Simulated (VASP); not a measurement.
# Rh (P6_3/mmc) in VASP: further runs

The runs below take Rh through single point, with PBEsol.

Program: VASP 6.6.1. These are calculated values, not measurements. Logs are shortened: lines on timing, memory, paths and dates and some standing lists are left out, and cuts for length are marked.

## 1. The cell of the first run

The structure is hexagonal, space group P6_3/mmc (No. 194). The conventional cell has a = 2.836 Å, b = 2.836 Å, c = 4.048 Å, α = 90.00°, β = 90.00°, γ = 120.00°. Rh (site symmetry -6m2) has 12 Rh at 2.60 to 2.84 Å within 3.4 Å.

This isn't the form of Rh at room conditions, which is fcc.

## 2. Single point, PBEsol (14.10 Å³/atom)

Contents of INCAR:

```
PREC = Accurate ; ENCUT = 520
EDIFF = 1E-7 ; ISMEAR = 0
SIGMA = 0.15 ; LREAL = F
LASPH = T ; NELM = 100
ALGO = Fast ; ISIF = 2
LWAVE = F ; LCHARG = T
GGA = PS ; LELF = T
LVHAR = T ; NBANDS = 22
```

Contents of KPOINTS:

```
Automatic mesh
0
Gamma
  21 21 12
```

Contents of POSCAR:

```
Rh
1.0
    2.8359820171      0.0000000000      0.0000000000
   -1.4179910086      2.4560324715      0.0000000000
    0.0000000000      0.0000000000      4.0475135348
Rh
2
Direct
    0.6666666667      0.3333333333      0.7500000000
    0.3333333333      0.6666666667      0.2500000000
```

Potentials or basis: VASP PAW PBE potentials, release 64 (Rh_pv).

The run is started by

```sh
$ cat potpaw_PBE.64/Rh_pv/POTCAR > POTCAR
$ mpirun -np 1 vasp_std > vasp.out
```

OUTCAR:

```text
PREC = Accurate
   ENCUT = 520
   EDIFF = 1E-7
   ISMEAR = 0
   LREAL = F
   LASPH = T
   NELM = 100
   ISIF = 2
   GGA = PS

 ion  position               nearest neighbor table
   1  0.667  0.333  0.750-   2 2.60   2 2.60   2 2.60   2 2.60   2 2.60   2 2.60
   2  0.333  0.667  0.250-   1 2.60   1 2.60   1 2.60   1 2.60   1 2.60   1 2.60

  LATTYP: Found a hexagonal cell.
 ALAT       =     2.8359820171
 C/A-ratio  =     1.4272000000

  Lattice vectors:

 A1 = (   2.8359820171,   0.0000000000,   0.0000000000)
 A2 = (  -1.4179910086,   2.4560324715,   0.0000000000)
 A3 = (   0.0000000000,   0.0000000000,   4.0475135348)

Analysis of symmetry for initial positions (statically):
=====================================================================
 Subroutine PRICEL returns:
 Original cell was already a primitive cell.

 Routine SETGRP: Setting up the symmetry group for a
 hexagonal supercell.

 Subroutine GETGRP returns: Found 24 space group operations
 (whereof 12 operations were pure point group operations)
 out of a pool of 24 trial point group operations.

The static configuration has the point symmetry D_3d.
 The point group associated with its full space group is D_6h.

Analysis of symmetry for dynamics (positions and initial velocities):
=====================================================================
 Subroutine PRICEL returns:
 Original cell was already a primitive cell.

 Routine SETGRP: Setting up the symmetry group for a
 hexagonal supercell.

 Subroutine GETGRP returns: Found 24 space group operations
 (whereof 12 operations were pure point group operations)
 out of a pool of 24 trial point group operations.

The dynamic configuration has the point symmetry D_3d.
 The point group associated with its full space group is D_6h.

 Subroutine INISYM returns: Found 24 space group operations
 (whereof 12 operations are pure point group operations),
 and found     1 'primitive' translations

----------------------------------------------------------------------------------------

                                     Primitive cell

  volume of cell :      28.1920

  direct lattice vectors                    reciprocal lattice vectors
     2.835982017  0.000000000  0.000000000     0.352611545  0.203580370  0.000000000
    -1.417991009  2.456032471  0.000000000     0.000000000  0.407160741  0.000000000
     0.000000000  0.000000000  4.047513535     0.000000000  0.000000000  0.247065264

  length of vectors
     2.835982017  2.835982017  4.047513535     0.407160741  0.407160741  0.247065264

  position of ions in fractional coordinates (direct lattice)
     0.666666667  0.333333333  0.750000000
     0.333333333  0.666666667  0.250000000

  ion indices of the primitive-cell ions
   primitive index   ion index
                 1           1
                 2           2

----------------------------------------------------------------------------------------

 KPOINTS: Automatic mesh

Automatic generation of k-mesh.
 Grid dimensions read from file:
 generate k-points for:   21   21   12

 Generating k-lattice:

  Cartesian coordinates                     Fractional coordinates (reciprocal lattice)
     0.016791026  0.009694303  0.000000000     0.047619048  0.000000000  0.000000000
     0.000000000  0.019388607  0.000000000     0.000000000  0.047619048  0.000000000
     0.000000000  0.000000000  0.020588772     0.000000000  0.000000000  0.083333333

  Length of vectors
     0.019388607  0.019388607  0.020588772

  Shift w.r.t. Gamma in fractional coordinates (k-lattice)
     0.000000000  0.000000000  0.000000000

 Subroutine IBZKPT returns following result:
 ===========================================

 Found    336 irreducible k-points:

 Following reciprocal coordinates:
            Coordinates               Weight
  0.000000  0.000000  0.000000      1.000000
  0.047619  0.000000  0.000000      6.000000
  0.095238  0.000000  0.000000      6.000000
  0.142857  0.000000  0.000000      6.000000
  0.190476  0.000000  0.000000      6.000000
  0.238095  0.000000  0.000000      6.000000
[... 16 lines left out ...]
  0.142857  0.095238  0.000000     12.000000
  0.190476  0.095238  0.000000     12.000000
 [... further k-points ...]
   k-points           NKPTS =    336   k-points in BZ     NKDIM =    336   number of bands    NBANDS=     22
   number of dos      NEDOS =    301   number of ions     NIONS =      2
   total plane-waves  NPLWV =  17280
   dimension x,y,z NGX =    24 NGY =   24 NGZ =   30
   dimension x,y,z NGXF=    48 NGYF=   48 NGZF=   60
   ions per type =               2
   NGX,Y,Z   is equivalent  to a cutoff of  14.07, 14.07, 12.32 a.u.
   NGXF,Y,Z  is equivalent  to a cutoff of  28.14, 28.14, 24.64 a.u.
 SYSTEM =  unknown system
   PREC   = accura    normal or accurate (medium, high low for compatibility)
   ISTART =      0    job   : 0-new  1-cont  2-samecut
   ICHARG =      2    charge: 1-file 2-atom 10-const
   ISPIN  =      1    spin polarized calculation?
   LNONCOLLINEAR =      F non collinear calculations
   LSORBIT =      F    spin-orbit coupling
   LASPH  =      T    aspherical Exc in radial PAW
   ENCUT  =  520.0 eV  38.22 Ry    6.18 a.u.   5.27  5.27  7.53*2*pi/ulx,y,z
   NELM   =    100;   NELMIN=  2; NELMDL= -5     # of ELM steps
   EDIFF  = 0.1E-06   stopping-criterion for ELM
   LREAL  =      F    real-space projection
   EDIFFG = 0.1E-05   stopping-criterion for IOM
   NSW    =      0    number of steps for IOM
   IBRION =     -1    ionic relax: 0-MD 1-quasi-New 2-CG
   NFREE  =      0    steps in history (QN), initial steepest desc. (CG)
   ISIF   =      2    stress and relaxation
   ISYM   =      2    0-nonsym 1-usesym 2-fastsym
   POTIM  = 0.5000    time-step for ionic-motion
   TEBEG  =    0.0;   TEEND  =   0.0 temperature during run
   PSTRESS=    0.0 pullay stress
   NELECT =      30.0000    total number of electrons
   NUPDOWN=      -1.0000    fix difference up-down
   EMIN   =  10.00;   EMAX   =-10.00  energy-range for DOS
   EFERMI =   0.00;   METHOD = LEGACY
   ISMEAR =     0;   SIGMA  =   0.15  broadening in eV -4-tet -1-fermi 0-gaus
   EFERMI_NEDOS =   21; number of points for ismear=-14 and -15
   IALGO  =     68    algorithm
   IMIX   =      4    mixing-type and parameters
     AMIX     =   0.40;   BMIX     =  1.00
     AMIX_MAG =   1.60;   BMIX_MAG =  1.00
  volume/ion in A,a.u.               =      14.10        95.12
  Fermi-wavevector in a.u.,A,eV,Ry     =   1.671373  3.158436 38.007691  2.793486
  Thomas-Fermi vector in A             =   2.756707
   LORBIT       =      0    0 simple, 1 ext, 2 COOP (PROOUT), +10 PAW based schemes
   GGA     = PS    functional components
   LHFCALC =     F    Hartree Fock is set to
   AEXX    =    0.0000 exact exchange contribution
   IVDW    =     0    specifies the selected vdW correction
   LEPSILON=     F    determine dielectric tensor
   LRPA    =     F    only Hartree local field effects (RPA)
 non-spin polarized calculation
 RMM-DIIS sequential band-by-band and
 Gauss-broadening in eV      SIGMA  =   0.15
  energy-cutoff  :      520.00
  volume of cell :       28.19
 maximum number of plane-waves:       772
 NGX is ok and might be reduce to    24
   NGX = 11   NGY = 11   NGZ = 15

 number of electron      30.0000003 magnetization

 Free energy of the ion-electron system (eV)
  ---------------------------------------------------
  ext. energy  EPLUGINS =         0.00000000
  ---------------------------------------------------
  free energy    TOTEN  =       -15.98195769 eV

  energy without entropy =      -15.93881284  energy(sigma->0) =      -15.96038526

 E-fermi :  11.4140     XC(G=0): -14.0396

 val. band max:       11.4125993504   @ k =   0.1905   0.1905   0.3333
 cond. band min:      11.4172857464   @ k =   0.3333   0.0476   0.2500
 fundamental gap:      0.0046863960
 Fermi energy:        11.4140288147

 k-point     1 :       0.0000    0.0000    0.0000
  band No.  band energies     occupation
      1     -35.8450      2.00000
      2     -35.1331      2.00000
      3     -35.1331      2.00000
      4     -34.9502      2.00000
      5     -34.9448      2.00000
      6     -34.9448      2.00000
[... 14 lines left out ...]
     21      30.3279      0.00000
     22      31.2253      0.00000

 k-point     2 :       0.0476    0.0000    0.0000
  band No.  band energies     occupation
      1     -35.8397      2.00000
      2     -35.1401      2.00000
      3     -35.1363      2.00000
      4     -34.9539      2.00000
      5     -34.9527      2.00000
      6     -34.9452      2.00000
[... 14 lines left out ...]
     21      30.2625      0.00000
     22      31.2681      0.00000

 k-point     3 :       0.0952    0.0000    0.0000
  band No.  band energies     occupation
      1     -35.8242      2.00000
      2     -35.1603      2.00000
      3     -35.1455      2.00000
      4     -34.9755      2.00000
      5     -34.9648      2.00000
      6     -34.9464      2.00000
[... 14 lines left out ...]
     21      29.6716      0.00000
     22      30.4911      0.00000

 k-point     4 :       0.1429    0.0000    0.0000
  band No.  band energies     occupation
      1     -35.7990      2.00000
      2     -35.1921      2.00000
      3     -35.1596      2.00000
      4     -35.0109      2.00000
      5     -34.9828      2.00000
      6     -34.9485      2.00000
[... 14 lines left out ...]
     21      28.9707      0.00000
     22      29.2685      0.00000

 k-point     5 :       0.1905    0.0000    0.0000
  band No.  band energies     occupation
      1     -35.7652      2.00000
      2     -35.2328      2.00000
      3     -35.1770      2.00000
      4     -35.0554      2.00000
      5     -35.0076      2.00000
      6     -34.9517      2.00000
[... 417 lines left out ...]
 k-point    22 :       0.0952    0.0952    0.0000
  band No.  band energies     occupation
      1     -35.7843      2.00000
      2     -35.2027      2.00000
      3     -35.1772      2.00000
      4     -35.0239      2.00000
      5     -34.9935      2.00000
      6     -34.9543      2.00000
[... 14 lines left out ...]
     21      27.4586      0.00000
     22      29.9668      0.00000

 k-point    23 :       0.1429    0.0952    0.0000
  band No.  band energies     occupation
      1     -35.7510      2.00000
      2     -35.2360      2.00000
      3     -35.2033      2.00000
      4     -35.0585      2.00000
      5     -35.0181      2.00000
      6     -34.9612      2.00000
[... 14 lines left out ...]
     21      26.3048      0.00000
     22      29.9098      0.00000

 k-point    24 :       0.1905    0.0952    0.0000
  band No.  band energies     occupation
      1     -35.7106      2.00000
      2     -35.2776      2.00000
      3     -35.2289      2.00000
      4     -35.0972      2.00000
      5     -35.0487      2.00000
      6     -34.9685      2.00000
[... 14 lines left out ...]
     21      25.3881      0.00000
     22      29.0295      0.00000

 [... further k-points ...]
[... 5 lines left out ...]
  --------------------------------------------------------------------------------------
  -------------------------------------------------------------------------------------
  Total       -2.5540036     -2.5540036      2.0496782      0.0000000      0.0000000     -0.0000000
  in kB     -145.1463801   -145.1463801    116.4851028      0.0000000      0.0000000     -0.0000000
  external PRESSURE =     -57.9358858 kB  Pullay stress =       0.0000000 kB

 VOLUME and BASIS-vectors are now :
 -----------------------------------------------------------------------------
  energy-cutoff  :      520.00
  volume of cell :       28.19
      direct lattice vectors                 reciprocal lattice vectors
     2.835982017  0.000000000  0.000000000     0.352611545  0.203580370  0.000000000
    -1.417991009  2.456032471  0.000000000     0.000000000  0.407160741  0.000000000
     0.000000000  0.000000000  4.047513535     0.000000000  0.000000000  0.247065264

 POSITION                                       TOTAL-FORCE (eV/Angst)
 -----------------------------------------------------------------------------------
      1.41799      0.81868      3.03564         0.000000     -0.000000      0.000000
     -0.00000      1.63735      1.01188        -0.000000      0.000000      0.000000
 -----------------------------------------------------------------------------------
    total drift:                               -0.000000      0.000000     -0.000000

  FREE ENERGIE OF THE ION-ELECTRON SYSTEM (eV)
  ---------------------------------------------------
  free  energy   TOTEN  =       -15.9819576861 eV

  energy  without entropy=      -15.9388128351  energy(sigma->0) =      -15.96038526
```

Run time: 83 s. Hardware: 1 thread of Intel Xeon 6975P-C (Granite Rapids), shared host; peak memory 0.27 GiB.

Results:

* Free energy: -15.9820 eV
* Pressure: -5.8 GPa
* Band gap on the k mesh: zero (bands 15 and 16 overlap by 1.81 eV)

Caveat: the stress differs along the axes, from -15 to 12 GPa; the PAW data sets were made with another functional, which shifts forces and pressure a little.

## 3. Single point, PBEsol (14.10 Å³/atom)

Contents of INCAR:

```
SYSTEM = Rh
PREC = Accurate
ENCUT = 520
EDIFF = 1E-7
ISMEAR = 0
SIGMA = 0.15
LREAL = .False.
LASPH = .True.
NELM = 80
ALGO = Fast
ISIF = 2
LWAVE = .False.
LCHARG = .False.
GGA = PS
NBANDS = 22
```

Contents of KPOINTS:

```
Automatic mesh
0
Gamma
  21 21 12
  0 0 0
```

Contents of POSCAR:

```
Rh
1.0
    2.7609787018      0.0000000000      0.0000000000
   -1.3804893509      2.3910776951      0.0000000000
    0.0000000000      0.0000000000      4.2704057581
Rh
2
Direct
    0.6666666667      0.3333333333      0.7500000000
    0.3333333333      0.6666666667      0.2500000000
```

Potentials or basis: VASP PAW PBE potentials, release 64 (Rh_pv).

The run is started by

```sh
$ cat potpaw_PBE.64/Rh_pv/POTCAR > POTCAR
$ mpirun -np 1 vasp_std > vasp.out
```

It took 79 s on 1 thread of Intel Xeon 6975P-C (Granite Rapids), shared host; peak memory 0.27 GiB.

The run converged. Its results:

```
Free energy            : -16.1535 eV
Pressure               : -9.7 GPa
Band gap on the k mesh : zero (bands 15 and 16 overlap by 2.22 eV)
```

Stress tensor (GPa, compression positive):
```
-12.94   0.00   0.00
  0.00 -12.94   0.00
  0.00   0.00  -3.08
```

Levels at points of the mesh, in eV from the Fermi level:
```tsv
k point	band 11	band 12	band 13	band 14	band 15	band 16	band 17	band 18	band 19	band 20
(0.00, 0.00, 0.00)	-2.68	-2.38	-2.38	-2.17	-2.17	0.10	0.10	1.12	8.96	15.54
(0.00, 0.00, 0.50)	-3.18	-3.18	-2.98	-2.98	-0.42	-0.42	-0.42	-0.42	14.93	14.93
```

Caveat: the stress differs along the axes, from -13 to -3 GPa; the PAW data sets were made with another functional, which shifts forces and pressure a little.
